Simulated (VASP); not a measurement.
# ZnO (I4cm) in VASP: notebook

Runs on ZnO. Level: PBE. Tasks: single point.

Everything below comes from runs of VASP 6.6.1. Logs are shortened: lines on timing, memory, paths and dates and some standing lists are left out, and cuts for length are marked.

### Step 1. The cell of the first run

It takes space group I4cm (No. 108, tetragonal). Conventional cell: a = 6.467 Å, b = 6.467 Å, c = 5.280 Å, α = 90.00°, β = 90.00°, γ = 90.00°. Zn (site symmetry m) has 4 O at 1.93 to 2.05 Å within 2.6 Å. O (site symmetry m) has 4 Zn at 1.93 to 2.05 Å within 2.6 Å.

### Step 2. Single point, PBE

Contents of INCAR:

```
SYSTEM = ZnO
PREC     = Accurate       ! precision mode
ENCUT    = 520            ! plane-wave cutoff, eV
EDIFF    = 1E-6           ! SCF threshold, eV
ISMEAR   = 0              ! smearing method
SIGMA    = 0.1            ! smearing width, eV
LREAL    = .False.        ! projectors in reciprocal space
LASPH    = .True.         ! aspherical terms in the spheres
NELM     = 80             ! most SCF steps
ALGO     = Normal         ! electronic algorithm
ISIF     = 2              ! what is computed and relaxed
LWAVE    = .False.        ! write WAVECAR
LCHARG   = .True.         ! write CHGCAR
GGA      = PE             ! functional
LELF     = .True.         ! ELF
LVHAR    = .True.       
NBANDS   = 46             ! bands
```

Contents of KPOINTS:

```
regular mesh
0
Gamma
  4 4 4
  0 0 0
```

Contents of POSCAR:

```
ZnO
1.0
   -3.2336667770      3.2336667770      2.6399606049
    3.2336667770     -3.2336667770      2.6399606049
    3.2336667770      3.2336667770     -2.6399606049
Zn O
4 4
Direct
    0.4103569095      0.9103569095      0.1985622167
    0.7117946927      0.2117946927      0.8014377833
    0.9103569095      0.7117946927      0.5000000000
    0.2117946927      0.4103569095      0.5000000000
    0.2889862044      0.0896233230      0.5000000000
    0.5896233230      0.7889862044      0.5000000000
    0.7889862044      0.2889862044      0.1993628815
    0.0896233230      0.5896233230      0.8006371185
```

Potentials or basis: VASP PAW PBE potentials, release 64 (Zn, O).

The run is started by

```console
cat potpaw_PBE.64/Zn/POTCAR potpaw_PBE.64/O/POTCAR > POTCAR
mpirun -np 1 vasp_std > vasp.out
```

OUTCAR:

```text
SYSTEM = ZnO
   PREC = Accurate
   ENCUT = 520
   EDIFF = 1E-6
   ISMEAR = 0
   LREAL = .False.
   LASPH = .True.
   NELM = 80
   ISIF = 2
   GGA = PE

 ion  position               nearest neighbor table
   1  0.410  0.910  0.199-   8 1.93   7 2.00   5 2.05   6 2.05   2 2.76
   2  0.712  0.212  0.801-   7 1.93   8 2.00   5 2.05   6 2.05   1 2.76
   3  0.910  0.712  0.500-   6 1.93   5 2.00   8 2.05   7 2.05   4 2.76
   4  0.212  0.410  0.500-   5 1.93   6 2.00   8 2.05   7 2.05   3 2.76
   5  0.289  0.090  0.500-   4 1.93   3 2.00   2 2.05   1 2.05
   6  0.590  0.789  0.500-   3 1.93   4 2.00   2 2.05   1 2.05
   7  0.789  0.289  0.199-   2 1.93   1 2.00   3 2.05   4 2.05
   8  0.090  0.590  0.801-   1 1.93   2 2.00   3 2.05   4 2.05

  LATTYP: Found a body centered tetragonal cell.
 ALAT       =     6.4673335540
 C/A-ratio  =     0.8163984687

  Lattice vectors:

 A1 = (  -3.2336667770,   3.2336667770,   2.6399606049)
 A2 = (   3.2336667770,  -3.2336667770,   2.6399606049)
 A3 = (   3.2336667770,   3.2336667770,  -2.6399606049)

Analysis of symmetry for initial positions (statically):
=====================================================================
 Subroutine PRICEL returns:
 Original cell was already a primitive cell.

 Routine SETGRP: Setting up the symmetry group for a
 body centered tetragonal supercell.

 Subroutine GETGRP returns: Found  8 space group operations
 (whereof  4 operations were pure point group operations)
 out of a pool of 16 trial point group operations.

The static configuration has the point symmetry     .
 The point group associated with its full space group is C_4v.

Analysis of symmetry for dynamics (positions and initial velocities):
=====================================================================
 Subroutine PRICEL returns:
 Original cell was already a primitive cell.

 Routine SETGRP: Setting up the symmetry group for a
 body centered tetragonal supercell.

 Subroutine GETGRP returns: Found  8 space group operations
 (whereof  4 operations were pure point group operations)
 out of a pool of 16 trial point group operations.

The dynamic configuration has the point symmetry C_4v.
 The point group associated with its full space group is C_4v.

 Subroutine INISYM returns: Found  8 space group operations
 (whereof  4 operations are pure point group operations),
 and found     1 'primitive' translations

----------------------------------------------------------------------------------------

                                     Primitive cell

  volume of cell :     110.4201

  direct lattice vectors                    reciprocal lattice vectors
    -3.233666777  3.233666777  2.639960605     0.000000000  0.154623229  0.189396766
     3.233666777 -3.233666777  2.639960605     0.154623229  0.000000000  0.189396766
     3.233666777  3.233666777 -2.639960605     0.154623229  0.154623229  0.000000000

  length of vectors
     5.280397111  5.280397111  5.280397111     0.244498421  0.244498421  0.218670268

  position of ions in fractional coordinates (direct lattice)
     0.410356910  0.910356910  0.198562217
     0.711794693  0.211794693  0.801437783
     0.910356910  0.711794693  0.500000000
     0.211794693  0.410356910  0.500000000
     0.288986204  0.089623323  0.500000000
     0.589623323  0.788986204  0.500000000
     0.788986204  0.288986204  0.199362882
     0.089623323  0.589623323  0.800637118

  ion indices of the primitive-cell ions
   primitive index   ion index
                 1           1
                 2           2
                 3           3
                 4           4
                 5           5
                 6           6
                 7           7
                 8           8

----------------------------------------------------------------------------------------

 KPOINTS: regular mesh

Automatic generation of k-mesh.
 Grid dimensions read from file:
 generate k-points for:    4    4    4

 Generating k-lattice:

  Cartesian coordinates                     Fractional coordinates (reciprocal lattice)
     0.000000000  0.038655807  0.047349191     0.250000000  0.000000000 -0.000000000
     0.038655807  0.000000000  0.047349191     0.000000000  0.250000000 -0.000000000
     0.038655807  0.038655807  0.000000000     0.000000000  0.000000000  0.250000000

  Length of vectors
     0.061124605  0.061124605  0.054667567

  Shift w.r.t. Gamma in fractional coordinates (k-lattice)
     0.000000000  0.000000000  0.000000000

 Subroutine IBZKPT returns following result:
 ===========================================

 Found     13 irreducible k-points:

 Following reciprocal coordinates:
            Coordinates               Weight
  0.000000  0.000000  0.000000      1.000000
  0.250000 -0.000000  0.000000      8.000000
  0.500000 -0.000000  0.000000      4.000000
  0.250000  0.250000  0.000000      8.000000
  0.500000  0.250000  0.000000     16.000000
 -0.250000  0.250000  0.000000      4.000000
  0.500000  0.500000  0.000000      2.000000
  0.250000  0.250000  0.250000      2.000000
 -0.250000  0.250000  0.250000      4.000000
  0.500000  0.500000  0.250000      4.000000
 -0.250000  0.500000  0.250000      8.000000
 -0.250000 -0.250000  0.250000      2.000000
  0.500000  0.500000  0.500000      1.000000
   k-points           NKPTS =     13   k-points in BZ     NKDIM =     13   number of bands    NBANDS=     46
   number of dos      NEDOS =    301   number of ions     NIONS =      8
   total plane-waves  NPLWV =  64000
   dimension x,y,z NGX =    40 NGY =   40 NGZ =   40
   dimension x,y,z NGXF=    80 NGYF=   80 NGZF=   80
   ions per type =               4   4
   NGX,Y,Z   is equivalent  to a cutoff of  12.59, 12.59, 12.59 a.u.
   NGXF,Y,Z  is equivalent  to a cutoff of  25.19, 25.19, 25.19 a.u.
 SYSTEM =  ZnO
   PREC   = accura    normal or accurate (medium, high low for compatibility)
   ISTART =      0    job   : 0-new  1-cont  2-samecut
   ICHARG =      2    charge: 1-file 2-atom 10-const
   ISPIN  =      1    spin polarized calculation?
   LNONCOLLINEAR =      F non collinear calculations
   LSORBIT =      F    spin-orbit coupling
   LASPH  =      T    aspherical Exc in radial PAW
   ENCUT  =  520.0 eV  38.22 Ry    6.18 a.u.   9.82  9.82  9.82*2*pi/ulx,y,z
   NELM   =     80;   NELMIN=  2; NELMDL= -5     # of ELM steps
   EDIFF  = 0.1E-05   stopping-criterion for ELM
   LREAL  =      F    real-space projection
   EDIFFG = 0.1E-04   stopping-criterion for IOM
   NSW    =      0    number of steps for IOM
   IBRION =     -1    ionic relax: 0-MD 1-quasi-New 2-CG
   NFREE  =      0    steps in history (QN), initial steepest desc. (CG)
   ISIF   =      2    stress and relaxation
   ISYM   =      2    0-nonsym 1-usesym 2-fastsym
   POTIM  = 0.5000    time-step for ionic-motion
   TEBEG  =    0.0;   TEEND  =   0.0 temperature during run
   PSTRESS=    0.0 pullay stress
   NELECT =      72.0000    total number of electrons
   NUPDOWN=      -1.0000    fix difference up-down
   EMIN   =  10.00;   EMAX   =-10.00  energy-range for DOS
   EFERMI =   0.00;   METHOD = LEGACY
   ISMEAR =     0;   SIGMA  =   0.10  broadening in eV -4-tet -1-fermi 0-gaus
   EFERMI_NEDOS =   21; number of points for ismear=-14 and -15
   IALGO  =     38    algorithm
   IMIX   =      4    mixing-type and parameters
     AMIX     =   0.40;   BMIX     =  1.00
     AMIX_MAG =   1.60;   BMIX_MAG =  1.00
  volume/ion in A,a.u.               =      13.80        93.14
  Fermi-wavevector in a.u.,A,eV,Ry     =   1.419612  2.682678 27.419799  2.015298
  Thomas-Fermi vector in A             =   2.540614
   LORBIT       =      0    0 simple, 1 ext, 2 COOP (PROOUT), +10 PAW based schemes
   GGA     = PE    functional components
   LHFCALC =     F    Hartree Fock is set to
   AEXX    =    0.0000 exact exchange contribution
   IVDW    =     0    specifies the selected vdW correction
   LEPSILON=     F    determine dielectric tensor
   LRPA    =     F    only Hartree local field effects (RPA)
 non-spin polarized calculation
 Gauss-broadening in eV      SIGMA  =   0.10
  energy-cutoff  :      520.00
  volume of cell :      110.42
 maximum number of plane-waves:      2987
   NGX = 19   NGY = 19   NGZ = 19

 number of electron      71.9999945 magnetization

 Free energy of the ion-electron system (eV)
  ---------------------------------------------------
  ext. energy  EPLUGINS =         0.00000000
  ---------------------------------------------------
  free energy    TOTEN  =       -35.14627026 eV

  energy without entropy =      -35.14627026  energy(sigma->0) =      -35.14627026

 E-fermi :   0.6312     XC(G=0):  -9.8929

 val. band max:        0.2013054695   @ k =   0.0000   0.0000   0.0000
 cond. band min:       1.1210640659   @ k =   0.0000   0.0000   0.0000
 fundamental gap:      0.9197585965
 Fermi energy:         0.6311508827

 k-point     1 :       0.0000    0.0000    0.0000
  band No.  band energies     occupation
      1     -17.5509      2.00000
      2     -16.8236      2.00000
      3     -16.5895      2.00000
      4     -16.5895      2.00000
      5      -5.9336      2.00000
      6      -5.3592      2.00000
[... 38 lines left out ...]
     45       9.1722      0.00000
     46       9.8763      0.00000

 k-point     2 :       0.2500   -0.0000    0.0000
  band No.  band energies     occupation
      1     -17.4079      2.00000
      2     -16.8684      2.00000
      3     -16.6493      2.00000
      4     -16.6298      2.00000
      5      -6.0073      2.00000
      6      -5.5333      2.00000
[... 38 lines left out ...]
     45       9.4597      0.00000
     46      10.3876      0.00000

 k-point     3 :       0.5000   -0.0000    0.0000
  band No.  band energies     occupation
      1     -17.0892      2.00000
      2     -17.0892      2.00000
      3     -16.6893      2.00000
      4     -16.6893      2.00000
      5      -5.9246      2.00000
      6      -5.9246      2.00000
[... 479 lines left out ...]
     45       9.3499      0.00000
     46      10.2957      0.00000

 k-point    13 :       0.5000    0.5000    0.5000
  band No.  band energies     occupation
      1     -17.0128      2.00000
      2     -16.8950      2.00000
      3     -16.8384      2.00000
      4     -16.8384      2.00000
      5      -6.2343      2.00000
      6      -5.6787      2.00000
[... 38 lines left out ...]
     45      10.0332      0.00000
     46      11.0471      0.00000

------------------------ aborting loop because EDIFF is reached ----------------------------------------

  FORCE on cell =-STRESS in cart. coord.  units (eV):
  Direction    XX          YY          ZZ          XY          YZ          ZX
  --------------------------------------------------------------------------------------
  -------------------------------------------------------------------------------------
  Total        0.5046620      0.5046620      0.6839002      0.0000000      0.0000000     -0.0000000
  in kB        7.3225652      7.3225652      9.9232829      0.0000000      0.0000000     -0.0000000
  external PRESSURE =       8.1894711 kB  Pullay stress =       0.0000000 kB

 VOLUME and BASIS-vectors are now :
 -----------------------------------------------------------------------------
  energy-cutoff  :      520.00
  volume of cell :      110.42
      direct lattice vectors                 reciprocal lattice vectors
    -3.233666777  3.233666777  2.639960605     0.000000000  0.154623229  0.189396766
     3.233666777 -3.233666777  2.639960605     0.154623229  0.000000000  0.189396766
     3.233666777  3.233666777 -2.639960605     0.154623229  0.154623229  0.000000000

 POSITION                                       TOTAL-FORCE (eV/Angst)
 -----------------------------------------------------------------------------------
      2.25892     -0.97475      2.96244        -0.008350     -0.008350     -0.007888
      0.97475      4.20842      0.32248         0.008350      0.008350     -0.007888
      0.97475      2.25892      2.96244         0.008350     -0.008350     -0.007888
      2.25892      0.97475      0.32248        -0.008350      0.008350     -0.007888
      0.97216      2.26151     -0.32047         0.004690     -0.004690      0.007888
      2.26151      0.97216      2.31949        -0.004690      0.004690      0.007888
     -0.97216      2.26151      2.31949        -0.004690     -0.004690      0.007888
      4.20583      0.97216     -0.32047         0.004690      0.004690      0.007888
 -----------------------------------------------------------------------------------
    total drift:                               -0.000003     -0.000003     -0.003345

  FREE ENERGIE OF THE ION-ELECTRON SYSTEM (eV)
  ---------------------------------------------------
  free  energy   TOTEN  =       -35.1462702553 eV

  energy  without entropy=      -35.1462702553  energy(sigma->0) =      -35.14627026
```

It took 3.5 min on 1 thread of AMD EPYC 7R13, shared host; peak memory 0.22 GiB.

Results:

- Free energy: -35.1463 eV
- Pressure: 0.8 GPa
- Largest force: 0.014 eV/Å
- Band gap on the k mesh: 0.92 eV, direct

Forces in eV/Å, atoms in the order of the input:
```
Zn  -0.008 -0.008 -0.008
Zn   0.008  0.008 -0.008
Zn   0.008 -0.008 -0.008
Zn  -0.008  0.008 -0.008
O    0.005 -0.005  0.008
O   -0.005  0.005  0.008
O   -0.005 -0.005  0.008
O    0.005  0.005  0.008
```

### Step 3. Single point, PBE

Contents of INCAR:

```
  PREC = Accurate
  ENCUT = 520
  EDIFF = 1E-6
  ISMEAR = 0
  SIGMA = 0.02
  LREAL = False
  LASPH = True
  NELM = 80
  ALGO = Normal
  ISIF = 2
  LWAVE = False
  LCHARG = False
  GGA = PE
  NBANDS = 46
```

Contents of KPOINTS:

```
regular mesh
0
Gamma
  8 8 8
```

Contents of POSCAR:

```
ZnO
1.0
   -3.2312779625      3.2312779625      2.6430734491
    3.2312779625     -3.2312779625      2.6430734491
    3.2312779625      3.2312779625     -2.6430734491
Zn O
4 4
Direct
    0.4104443209      0.9104443209      0.1983986110
    0.7120457099      0.2120457099      0.8016013890
    0.9104443209      0.7120457099      0.5000000000
    0.2120457099      0.4104443209      0.5000000000
    0.2886884924      0.0895826064      0.5000000000
    0.5895826064      0.7886884924      0.5000000000
    0.7886884924      0.2886884924      0.1991058860
    0.0895826064      0.5895826064      0.8008941140
```

Potentials or basis: VASP PAW PBE potentials, release 64 (Zn, O).

The run is started by

```console
cat potpaw_PBE.64/Zn/POTCAR potpaw_PBE.64/O/POTCAR > POTCAR
mpirun -np 1 vasp_std > vasp.out
```

Wall time 12 min (1 thread of AMD EPYC 7R13, shared host); peak memory 0.34 GiB.

Results (log left out):

```yaml
Free_energy: -35.1490 eV
Pressure: 0.9 GPa
Largest_force: 0.020 eV/Å
Band_gap_on_the_k_mesh: 0.92 eV, direct
```

Forces in eV/Å, atoms in the order of the input:
```
Zn   0.007  0.007 -0.001
Zn  -0.007 -0.007 -0.001
Zn  -0.007  0.007 -0.001
Zn   0.007 -0.007 -0.001
O   -0.014  0.014  0.001
O    0.014 -0.014  0.001
O    0.014  0.014  0.001
O   -0.014 -0.014  0.001
```

Levels at points of the mesh, in eV from the valence-band top:
| k point | band 34 | band 35 | band 36 | band 37 | band 38 | band 39 |
| --- | --- | --- | --- | --- | --- | --- |
| (0.00, 0.00, 0.00) | -0.10 | -0.10 | 0.00 | 0.92 | 7.05 | 7.75 |
| (0.50, 0.00, 0.00) | -1.13 | -0.81 | -0.81 | 4.51 | 4.51 | 6.16 |
| (0.50, 0.50, 0.00) | -0.76 | -0.54 | -0.39 | 3.54 | 4.40 | 7.25 |
| (0.50, 0.50, 0.50) | -0.80 | -0.80 | -0.27 | 5.21 | 5.21 | 5.21 |

A k mesh can miss the band edges.
